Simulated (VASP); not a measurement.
CaO: single point with PBE

CaO:

```xyz
2
Lattice="0.0000 2.6449 2.5470 2.6449 0.0000 2.5470 2.6449 2.6449 0.0000" Properties=species:S:1:pos:R:3 pbc="T T T"
Ca    0.0000    0.0000    0.0000
O     2.6449    2.6449    2.5470
```

This cell differs from its parent crystal: strain +0.080 along x and y, +0.040 along z.

```
Program             : VASP 6.6.1
Task                : single point
Functional          : PBE
Potentials or basis : VASP PAW PBE potentials, release 64 (Ca_sv, O)
Cutoff              : 600 eV
k mesh              : 8 × 8 × 8
Occupations         : gaussian, width 0.05 eV
Spin                : no spin polarisation
```

The pressure is -14.6 GPa and the band gap on the k mesh is 2.94 eV.

Stress tensor (GPa, compression positive):
```
-14.81   0.00   0.00
  0.00 -14.81   0.00
  0.00   0.00 -14.15
```

Levels at points of the mesh, in eV from the valence-band top:
```csv
k point,band 4,band 5,band 6,band 7,band 8,band 9,band 10,band 11,band 12,band 13
"(0.00, 0.00, 0.00)",-19.60,-15.11,-0.02,-0.02,0.00,2.94,5.47,5.47,5.65,6.50
"(0.50, 0.00, 0.00)",-19.64,-14.62,-2.12,-0.83,-0.81,5.89,6.72,7.01,7.01,8.32
"(0.50, 0.50, 0.00)",-19.75,-14.91,-1.21,-0.44,-0.44,3.49,6.37,7.46,7.90,7.90
"(0.50, 0.00, 0.50)",-19.70,-14.92,-1.34,-0.37,-0.37,3.60,6.31,7.49,7.78,7.97
```

It took 66 s on 1 thread of Intel Xeon 8259CL, with other jobs on the host, peak memory 0.19 GiB.

Caveat: the cell differs from its parent crystal (strain +0.080 along x and y, +0.040 along z); the cell stands under tension.
